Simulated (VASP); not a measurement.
# Pt (P6_3/mmc) in VASP: a series of runs, part 2 of 3

VASP 6.6.1. Earlier steps stand in the parts before.

### 3 Relaxation of shape and atoms at fixed volume, PBEsol (volume scaled by 0.98)

File INCAR:

```
SYSTEM = Pt
PREC = Accurate ; ENCUT = 600
EDIFF = 1E-6 ; ISMEAR = -1
SIGMA = 0.15 ; LREAL = .False.
LASPH = .True. ; NELM = 60
ALGO = Fast ; ISIF = 4
LWAVE = .False. ; LCHARG = .False.
GGA = PS ; IBRION = 2
NSW = 80 ; EDIFFG = -0.001
```

File KPOINTS:

```
regular mesh
0
Gamma
  18 18 10
  0 0 0
```

File POSCAR:

```
Pt
1.0
    2.7203407577      0.0000000000      0.0000000000
   -1.3601703789      2.3558842031      0.0000000000
    0.0000000000      0.0000000000      4.6395734046
Pt
2
Direct
    0.6666666667      0.3333333333      0.7500000000
    0.3333333333      0.6666666667      0.2500000000
```

Potentials or basis: VASP PAW PBE potentials, release 64 (Pt).

Launch:

```sh
cat potpaw_PBE.64/Pt/POTCAR > POTCAR
mpirun -np 1 vasp_std > vasp.out
```

OUTCAR:

```text
SYSTEM = Pt
   PREC = Accurate
   ENCUT = 600
   EDIFF = 1E-6
   ISMEAR = -1
   LREAL = .False.
   LASPH = .True.
   NELM = 60
   ISIF = 4
   GGA = PS
   IBRION = 2
   NSW = 80
   EDIFFG = -0.001

 ion  position               nearest neighbor table
   1  0.667  0.333  0.750-   2 2.80   2 2.80   2 2.80   2 2.80   2 2.80   2 2.80
   2  0.333  0.667  0.250-   1 2.80   1 2.80   1 2.80   1 2.80   1 2.80   1 2.80

  LATTYP: Found a hexagonal cell.
 ALAT       =     2.7203407577
 C/A-ratio  =     1.7055118523

  Lattice vectors:

 A1 = (   2.7203407577,   0.0000000000,   0.0000000000)
 A2 = (  -1.3601703789,   2.3558842031,   0.0000000000)
 A3 = (   0.0000000000,   0.0000000000,   4.6395734046)

Analysis of symmetry for initial positions (statically):
=====================================================================
 Subroutine PRICEL returns:
 Original cell was already a primitive cell.

 Routine SETGRP: Setting up the symmetry group for a
 hexagonal supercell.

 Subroutine GETGRP returns: Found 24 space group operations
 (whereof 12 operations were pure point group operations)
 out of a pool of 24 trial point group operations.

The static configuration has the point symmetry D_3d.
 The point group associated with its full space group is D_6h.

Analysis of symmetry for dynamics (positions and initial velocities):
=====================================================================
 Subroutine PRICEL returns:
 Original cell was already a primitive cell.

 Routine SETGRP: Setting up the symmetry group for a
 hexagonal supercell.

 Subroutine GETGRP returns: Found 24 space group operations
 (whereof 12 operations were pure point group operations)
 out of a pool of 24 trial point group operations.

The dynamic configuration has the point symmetry D_3d.
 The point group associated with its full space group is D_6h.

 Subroutine INISYM returns: Found 24 space group operations
 (whereof 12 operations are pure point group operations),
 and found     1 'primitive' translations

----------------------------------------------------------------------------------------

                                     Primitive cell

  volume of cell :      29.7341

  direct lattice vectors                    reciprocal lattice vectors
     2.720340758  0.000000000  0.000000000     0.367601006  0.212234540  0.000000000
    -1.360170379  2.355884203  0.000000000     0.000000000  0.424469080  0.000000000
     0.000000000  0.000000000  4.639573405     0.000000000  0.000000000  0.215537058

  length of vectors
     2.720340758  2.720340758  4.639573405     0.424469080  0.424469080  0.215537058

  position of ions in fractional coordinates (direct lattice)
     0.666666667  0.333333333  0.750000000
     0.333333333  0.666666667  0.250000000

  ion indices of the primitive-cell ions
   primitive index   ion index
                 1           1
                 2           2

----------------------------------------------------------------------------------------

 KPOINTS: regular mesh

Automatic generation of k-mesh.
[... 65 lines left out ...]
   NELM   =     60;   NELMIN=  2; NELMDL= -5     # of ELM steps
   EDIFF  = 0.1E-05   stopping-criterion for ELM
   LREAL  =      F    real-space projection
   EDIFFG = -.1E-02   stopping-criterion for IOM
   NSW    =     80    number of steps for IOM
   IBRION =      2    ionic relax: 0-MD 1-quasi-New 2-CG
   NFREE  =      1    steps in history (QN), initial steepest desc. (CG)
   ISIF   =      4    stress and relaxation
   ISYM   =      2    0-nonsym 1-usesym 2-fastsym
   POTIM  = 0.5000    time-step for ionic-motion
   TEBEG  =    0.0;   TEEND  =   0.0 temperature during run
   PSTRESS=    0.0 pullay stress
   NELECT =      20.0000    total number of electrons
   NUPDOWN=      -1.0000    fix difference up-down
   EMIN   =  10.00;   EMAX   =-10.00  energy-range for DOS
   EFERMI =   0.00;   METHOD = LEGACY
   ISMEAR =    -1;   SIGMA  =   0.15  broadening in eV -4-tet -1-fermi 0-gaus
   EFERMI_NEDOS =   21; number of points for ismear=-14 and -15
   IALGO  =     68    algorithm
   IMIX   =      4    mixing-type and parameters
     AMIX     =   0.40;   BMIX     =  1.00
     AMIX_MAG =   1.60;   BMIX_MAG =  1.00
  volume/ion in A,a.u.               =      14.87       100.33
  Fermi-wavevector in a.u.,A,eV,Ry     =   1.434387  2.710599 27.993533  2.057467
  Thomas-Fermi vector in A             =   2.553801
   LORBIT       =      0    0 simple, 1 ext, 2 COOP (PROOUT), +10 PAW based schemes
   GGA     = PS    functional components
   LHFCALC =     F    Hartree Fock is set to
   AEXX    =    0.0000 exact exchange contribution
   IVDW    =     0    specifies the selected vdW correction
   LEPSILON=     F    determine dielectric tensor
   LRPA    =     F    only Hartree local field effects (RPA)
 conjugate gradient relaxation of ions
 non-spin polarized calculation
 RMM-DIIS sequential band-by-band and
  energy-cutoff  :      600.00
  volume of cell :       29.73
 maximum number of plane-waves:      1021
 NGX is ok and might be reduce to    24
   NGX = 11   NGY = 11   NGZ = 19

--------------------------------------- Ionic step        1  -------------------------------------------

 number of electron      20.0000000 magnetization

 Free energy of the ion-electron system (eV)
  ---------------------------------------------------
  ext. energy  EPLUGINS =         0.00000000
  ---------------------------------------------------
  free energy    TOTEN  =       -13.91612080 eV

  energy without entropy =      -13.68904265  energy(sigma->0) =      -13.80258173

------------------------ aborting loop because EDIFF is reached ----------------------------------------

  FORCE on cell =-STRESS in cart. coord.  units (eV):
  Direction    XX          YY          ZZ          XY          YZ          ZX
  --------------------------------------------------------------------------------------
  -------------------------------------------------------------------------------------
  Total        1.0806457      1.0806457      0.9780161     -0.0000000      0.0000000      0.0000000
  in kB       58.2289062     58.2289062     52.6988684     -0.0000000      0.0000000      0.0000000
  external PRESSURE =      56.3855603 kB  Pullay stress =       0.0000000 kB
[... 89 lines left out ...]
  FREE ENERGIE OF THE ION-ELECTRON SYSTEM (eV)
  ---------------------------------------------------
  free  energy   TOTEN  =       -13.9162038335 eV

  energy  without entropy=      -13.6880587995  energy(sigma->0) =      -13.80213132

[... ionic steps 4 to 10 ...]

--------------------------------------- Ionic step       11  -------------------------------------------

 number of electron      20.0000000 magnetization

------------------------ aborting loop because EDIFF is reached ----------------------------------------
[... 67 lines left out ...]
--------------------------------------- Ionic step       13  -------------------------------------------

 number of electron      20.0000000 magnetization

 Free energy of the ion-electron system (eV)
  ---------------------------------------------------
  ext. energy  EPLUGINS =         0.00000000
  ---------------------------------------------------
  free energy    TOTEN  =       -13.91620372 eV

  energy without entropy =      -13.68803107  energy(sigma->0) =      -13.80211739

 E-fermi :  11.3781     XC(G=0): -13.7100

 val. band max:       11.3760478515   @ k =   0.3333   0.0556   0.0000
 cond. band min:      11.3797900558   @ k =   0.3889   0.2222   0.3000
 fundamental gap:      0.0037422043
 Fermi energy:        11.3781273276

 k-point     1 :       0.0000    0.0000    0.0000
  band No.  band energies     occupation
      1       0.9137      2.00000
      2       3.7169      2.00000
      3       7.1458      2.00000
      4       7.5937      2.00000
      5       7.5937      2.00000
      6       8.0373      2.00000
      7       8.0373      2.00000
      8       9.2086      2.00000
      9       9.2086      2.00000
     10      10.4281      1.99646
     11      11.0910      1.74305
     12      11.0910      1.74305
     13      16.6588      0.00000
     14      26.2327      0.00000
[... 377 lines left out ...]
      1       4.7047      2.00000
      2       4.7956      2.00000
      3       5.2030      2.00000
      4       7.5232      2.00000
      5       7.6980      2.00000
      6       7.8097      2.00000
      7       8.1979      2.00000
      8      10.9226      1.90842
      9      11.2200      1.48327
     10      11.4314      0.82417
     11      13.3937      0.00000
     12      16.6273      0.00000
     13      18.6113      0.00000
     14      20.8256      0.00000

 [... further k-points ...]
[... 5 lines left out ...]
  --------------------------------------------------------------------------------------
  -------------------------------------------------------------------------------------
  Total        1.0403605      1.0403605      1.0430475     -0.0000000      0.0000000      0.0000000
  in kB       56.0581999     56.0581999     56.2029823     -0.0000000      0.0000000      0.0000000
  external PRESSURE =      56.1064607 kB  Pullay stress =       0.0000000 kB
[... 17 lines left out ...]
  FREE ENERGIE OF THE ION-ELECTRON SYSTEM (eV)
  ---------------------------------------------------
  free  energy   TOTEN  =       -13.9162037175 eV

  energy  without entropy=      -13.6880310683  energy(sigma->0) =      -13.80211739

 reached required accuracy - stopping structural energy minimisation
```

OSZICAR:

```text
N       E                     dE             d eps       ncg     rms          rms(c)
DAV:   1     0.115603362202E+03    0.11560E+03   -0.11772E+04  6216   0.156E+03
DAV:   2    -0.125732248601E+02   -0.12818E+03   -0.12266E+03  7032   0.298E+02
[... 59 lines left out ...]
       N       E                     dE             d eps       ncg     rms          rms(c)
DAV:   1    -0.139162037138E+02    0.47714E-07   -0.27473E-07  3108   0.424E-03    0.384E-04
RMM:   2    -0.139162037075E+02    0.63694E-08   -0.42792E-10   215   0.100E-03
  12 F= -.13916204E+02 E0= -.13802116E+02  d E =-.946040E-07
       N       E                     dE             d eps       ncg     rms          rms(c)
DAV:   1    -0.139162037197E+02   -0.58310E-08   -0.18910E-07  3108   0.375E-03    0.256E-04
RMM:   2    -0.139162037175E+02    0.21930E-08   -0.29197E-18   157   0.881E-04
  13 F= -.13916204E+02 E0= -.13802117E+02  d E =-.104611E-06
```

CONTCAR:

```text
Pt
   1.00000000000000
     2.7225840760278937   -0.0000000000054578    0.0000000000000000
    -1.3612920380687148    2.3578269737599644   -0.0000000000000000
    -0.0000000000000000    0.0000000000000000    4.6319308475191878
  Pt
     2
Direct
     0.6666666667000030    0.3333333332999970    0.7500000000000000
     0.3333333332999970    0.6666666667000030    0.2500000000000000

  0.00000000E+00  0.00000000E+00  0.00000000E+00
  0.00000000E+00  0.00000000E+00  0.00000000E+00
```

Run time: 4.2 min. Hardware: 1 thread of Intel Xeon 6975P-C, shared host; peak memory 0.25 GiB.

What came out:

- Free energy: -13.9162 eV
- Energy gained by relaxing: 0.0 meV/atom
- Ionic steps: 13
- Pressure after relaxing: 5.6 GPa
- Band gap on the k mesh: zero (band 10 reaches 11.86 eV, above the bottom of band 11 at 10.45 eV)

Final structure:
```
CELL_PARAMETERS angstrom
2.72258 0.00000 0.00000
-1.36129 2.35783 0.00000
0.00000 0.00000 4.63193
ATOMIC_POSITIONS crystal
Pt 0.66667 0.33333 0.75000
Pt 0.33333 0.66667 0.25000
```

Caveat: the cell differs from its parent crystal (volume scaled by 0.98); the PAW data sets were made with another functional, which shifts forces and pressure a little; spin-orbit coupling is left out, which moves the levels of the heavy elements.

### 4 Relaxation of cell and atoms, PBEsol

This run uses another cell than the first one, of 15.14 Å³/atom, 0.978 times its volume.

File INCAR:

```
SYSTEM = Pt
PREC = Accurate
ENCUT = 600
EDIFF = 1E-7
ISMEAR = -1
SIGMA = 0.15
LREAL = .FALSE.
LASPH = .TRUE.
NELM = 100
ALGO = Fast
ISIF = 3
LWAVE = .FALSE.
LCHARG = .FALSE.
GGA = PS
IBRION = 2
NSW = 80
EDIFFG = -0.001
```

File KPOINTS:

```
regular mesh
0
G
  18 18 10
  0 0 0
```

File POSCAR:

```
Pt
1.0
    2.7251696198      0.0000000000      0.0000000000
   -1.3625848099      2.3600661203      0.0000000000
    0.0000000000      0.0000000000      4.7068056324
Pt
2
Direct
    0.6666666667      0.3333333333      0.7500000000
    0.3333333333      0.6666666667      0.2500000000
```

Launch:

```sh
cat potpaw_PBE.64/Pt/POTCAR > POTCAR
mpirun -np 1 vasp_std > vasp.out
```

Run time: 7.1 min. Hardware: 1 thread of Intel Xeon 6975P-C, shared host; peak memory 0.25 GiB.

The run converged. Its results:

- Free energy: -13.9261 eV
- Relaxed volume: 15.15 Å³/atom
- Relaxed cell: a = 2.738 Å, b = 2.738 Å, c = 4.667 Å, α = 90.00°, β = 90.00°, γ = 120.00°
- Space group after relaxing (to 0.05 Å): P6_3/mmc (No. 194)
- Energy gained by relaxing: 1.2 meV/atom
- Ionic steps: 15
- Pressure after relaxing: 0.0 GPa
- Band gap on the k mesh: zero (band 10 reaches 11.47 eV, above the bottom of band 11 at 10.11 eV)

Step by step:
```csv
step,energy change (eV),largest force (eV/Å),pressure (GPa),volume (Å³)
1,0.0000,0.0000,0.56,30.27
2,-0.0013,0.0000,-1.78,30.50
3,-0.0018,0.0000,-0.99,30.42
4,-0.0014,0.0000,1.34,30.16
5,-0.0024,0.0000,0.03,30.30
6,-0.0024,0.0000,0.01,30.31
7,-0.0024,0.0000,-0.02,30.31
8,-0.0024,0.0000,-0.02,30.31
9,-0.0024,0.0000,-0.02,30.31
10,-0.0024,0.0000,0.00,30.31
11,-0.0024,0.0000,-0.01,30.31
12,-0.0024,0.0000,-0.01,30.31
13,-0.0024,0.0000,-0.01,30.31
14,-0.0024,0.0000,-0.01,30.31
15,-0.0024,0.0000,0.00,30.31
```

Final structure:
```
Pt
1.0
     2.73835    0.00000    0.00000
    -1.36918    2.37148    0.00000
     0.00000    0.00000    4.66677
Pt
2
Cartesian
  1.3692 0.7905 3.5001
  0.0000 1.5810 1.1667
```

Levels at points of the mesh, in eV from the Fermi level:
| k point | band 6 | band 7 | band 8 | band 9 | band 10 | band 11 | band 12 | band 13 | band 14 |
| --- | --- | --- | --- | --- | --- | --- | --- | --- | --- |
| (0.00, 0.00, 0.00) | -3.24 | -3.24 | -2.09 | -2.09 | -0.88 | -0.28 | -0.28 | 5.12 | 14.90 |
| (0.50, 0.00, 0.00) | -3.12 | -2.94 | 0.04 | 0.22 | 0.46 | 2.26 | 3.77 | 7.44 | 9.08 |
| (0.00, 0.00, 0.50) | -3.69 | -3.69 | -3.69 | -0.90 | -0.90 | -0.90 | -0.90 | 12.51 | 12.51 |
| (0.50, 0.00, 0.50) | -2.04 | -1.01 | -1.01 | 0.36 | 0.36 | 1.62 | 1.62 | 6.63 | 6.63 |

Caveat: the PAW data sets were made with another functional, which shifts forces and pressure a little; spin-orbit coupling is left out, which moves the levels of the heavy elements.

### 5 Relaxation of cell and atoms, PBEsol, target pressure 3 GPa, at which the enthalpy is minimised

This run uses another cell than the first one, of 15.17 Å³/atom, 0.980 times its volume.

File INCAR:

```
SYSTEM = Pt
  PREC = Accurate
  ENCUT = 600
  EDIFF = 1E-6
  ISMEAR = -1
  SIGMA = 0.15
  LREAL = .False.
  LASPH = .True.
  NELM = 100
  ALGO = Fast
  ISIF = 3
  LWAVE = .False.
  LCHARG = .False.
  GGA = PS
  IBRION = 2
  NSW = 80
  EDIFFG = -0.001
  PSTRESS = 30.0
```

File KPOINTS:

```
regular mesh
0
Gamma
  18 18 10
  0 0 0
```

File POSCAR:

```
Pt
1.0
    2.7387219961      0.0000000000      0.0000000000
   -1.3693609980      2.3718028225      0.0000000000
    0.0000000000      0.0000000000      4.6709228245
Pt
2
Direct
    0.6666666667      0.3333333333      0.7500000000
    0.3333333333      0.6666666667      0.2500000000
```

Launch:

```sh
cat potpaw_PBE.64/Pt/POTCAR > POTCAR
mpirun -np 1 vasp_std > vasp.out
```

It took 5.7 min on 1 thread of Intel Xeon 6975P-C, shared host; peak memory 0.25 GiB.

The run converged. Its results:

* Free energy: -13.9233 eV
* Relaxed volume: 15.00 Å³/atom
* Relaxed cell: a = 2.730 Å, b = 2.730 Å, c = 4.648 Å, α = 90.00°, β = 90.00°, γ = 120.00°
* Space group after relaxing (to 0.05 Å): P6_3/mmc (No. 194)
* Energy change on relaxing (the enthalpy is what falls): +1.4 meV/atom
* Ionic steps: 12
* Pressure after relaxing: 3.0 GPa
* Band gap on the k mesh: zero (band 10 reaches 11.68 eV, above the bottom of band 11 at 10.29 eV)

Step by step:
```
step  energy change (eV)  largest force (eV/Å)  pressure (GPa)  volume (Å³)
   1              0.0000                0.0000           -0.30        30.34
   2              0.0551                0.0000           14.10        28.99
   3              0.0028                0.0000            2.96        30.00
   4              0.0029                0.0000            3.05        29.99
   5              0.0029                0.0000            3.02        29.99
   6              0.0029                0.0000            3.04        29.99
   7              0.0029                0.0000            3.04        29.99
   8              0.0029                0.0000            3.04        29.99
   9              0.0029                0.0000            3.04        29.99
  10              0.0029                0.0000            3.04        29.99
  11              0.0027                0.0000            2.93        30.00
  12              0.0028                0.0000            3.00        29.99
```

Final structure:
```
CELL_PARAMETERS angstrom
2.72976 0.00000 0.00000
-1.36488 2.36405 0.00000
0.00000 0.00000 4.64781
ATOMIC_POSITIONS crystal
Pt 0.66667 0.33333 0.75000
Pt 0.33333 0.66667 0.25000
```

Levels at points of the mesh, in eV from the Fermi level:
```
           k point  band 8  band 9  band 10  band 11  band 12  band 13
(0.00, 0.00, 0.00)   -2.13   -2.13    -0.92    -0.28    -0.28     5.21
(0.50, 0.00, 0.00)    0.05    0.22     0.47     2.28     3.80     7.49
(0.00, 0.00, 0.50)   -3.75   -0.92    -0.92    -0.92    -0.92    12.60
(0.50, 0.00, 0.50)   -1.04    0.37     0.37     1.62     1.62     6.71
```

Caveat: the cell is relaxed towards a set pressure, so the enthalpy falls and the energy may rise; the PAW data sets were made with another functional, which shifts forces and pressure a little; spin-orbit coupling is left out, which moves the levels of the heavy elements.

(Part 2 of 3 ends here.)
